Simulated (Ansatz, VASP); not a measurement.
Two plane-wave programs on Ca

INCAR

```
SYSTEM = Ca
PREC = Accurate
ENCUT = 520
EDIFF = 1E-6
ISMEAR = -1
SIGMA = 0.05
LREAL = .False.
LASPH = .True.
NELM = 80
ALGO = Normal
ISIF = 2
LWAVE = .False.
LCHARG = .False.
LDIPOL = .True.
IDIPOL = 3
DIPOL = 0.5 0.5 0.500
GGA = PE
NBANDS = 22
```

File KPOINTS:

```
Automatic mesh
0
Gamma
  11 8 1
  0 0 0
```

The input POSCAR:

```
Ca
1.0
    3.9070577562      0.0000000000      0.0000000000
    0.0000000000      5.5254140678      0.0000000000
    0.0000000000      0.0000000000     23.9071000000
Ca
3
Direct
    0.0000000000      0.0000000000      0.4182866647
    0.5000000000      0.5000000000      0.5000000000
    0.0000000000      0.0000000000      0.5817133353
```

Input for Ansatz:

```yaml
crystal:
  lattice:
    - [3.9070577562, 0.0, 0.0]
    - [0.0, 5.5254140678, 0.0]
    - [0.0, 0.0, 23.9071]
  atoms:
    - { symbol: Ca, position: [0.0, 0.0, 0.4182866647] }
    - { symbol: Ca, position: [0.5, 0.5, 0.5] }
    - { symbol: Ca, position: [0.0, 0.0, 0.5817133353] }
kpoints:
  mp_grid: { grid: [11, 8, 1] }
scf:
  occupations: { method: fermi_dirac, width: 0.05 }
hamiltonian:
  xc: pbe
  pseudopotentials: { kind: paw }
output:
  forces: true
  stress: true
  eigenvalues: true
  populations: true
efield:
  axis: 3
  amplitude: 0
  dipole_correction: true
```

Alike in both runs: task single point; functional PBE; k mesh 11 × 8 × 1; occupations fermi-dirac, width 0.05 eV; no spin polarisation.

|  | VASP | Ansatz |
| --- | --- | --- |
| version | VASP 6.6.1 | Ansatz 0.2.0 |
| potentials or method | VASP PAW PBE potentials, release 64 (Ca_sv) | PAW with Ansatz's default frozen-core files, scalar-relativistic |
| plane-wave cutoff (eV) | 520 | 420 |
| valence electrons in the cell | 30 | 30 |

|  | VASP | Ansatz | Ansatz less VASP |
| --- | --- | --- | --- |
| rms of the force components (eV/Å) | 0.067 | 0.069 | +0.0024 |

Atom by atom the forces differ by 0.002 eV/Å (rms over components). With one functional, cell and mesh, what is left measures potentials, basis and numerics.
